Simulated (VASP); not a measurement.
A run of VASP 6.6.1 is set up as follows.

Contents of POSCAR:

```
Si
1.0
   -3.3273296544      3.3273296544      1.8642241059
    3.3273296544     -3.3273296544      1.8642241059
    3.3273296544      3.3273296544     -1.8642241059
Si
4
Direct
    0.1787531995      0.1787531995      0.3575063991
    0.8212468005      0.8212468005      0.6424936010
    0.1787531995      0.8212468005      0.0000000000
    0.8212468005      0.1787531995      0.0000000000
```

Contents of INCAR.step1:

```
SYSTEM = Si
  PREC = Accurate
  ENCUT = 520
  ISMEAR = 0
  SIGMA = 0.05
  LREAL = .False.
  LASPH = .True.
  NELM = 80
  NBANDS = 16
  GGA = PE
  ALGO = Normal
  EDIFF = 1E-4
  LWAVE = .True.
  LCHARG = .False.
```

The input INCAR.step2:

```
SYSTEM = Si
  PREC = Accurate
  ENCUT = 520
  EDIFF = 1E-7
  ISMEAR = 0
  SIGMA = 0.05
  LREAL = .False.
  LASPH = .True.
  NELM = 80
  ALGO = Normal
  ISIF = 2
  LWAVE = .False.
  LCHARG = .False.
  METAGGA = R2SCAN
  LMIXTAU = .True.
  NBANDS = 16
  ISTART = 1
```

File KPOINTS:

```
regular mesh
0
Gamma
  10 10 10
  0 0 0
```

Potentials or basis: VASP PAW PBE potentials, release 64 (Si).

Run with:

```console
$ cat potpaw_PBE.64/Si/POTCAR > POTCAR
$ cp INCAR.step1 INCAR
$ mpirun -np 1 vasp_std > vasp.out
$ cp INCAR.step2 INCAR
$ mpirun -np 1 vasp_std > vasp.out
```

Task: Predict the pressure.

Result: 2.9 GPa.

Task: Estimate the largest force.

Result: 0.324 eV/Å.

Task: Estimate the band gap on the k mesh.

Result: 0.47 eV, indirect (least direct gap 0.97 eV).

Stress tensor (GPa, compression positive):
```
0.77 0.00 0.00
0.00 0.77 0.00
0.00 0.00 7.19
```

Caveat: the cell differs from its parent crystal (strain +0.000 along x and y, -0.030 along z); the PAW data sets were made with another functional, which shifts forces and pressure a little. A k mesh can miss the band edges.
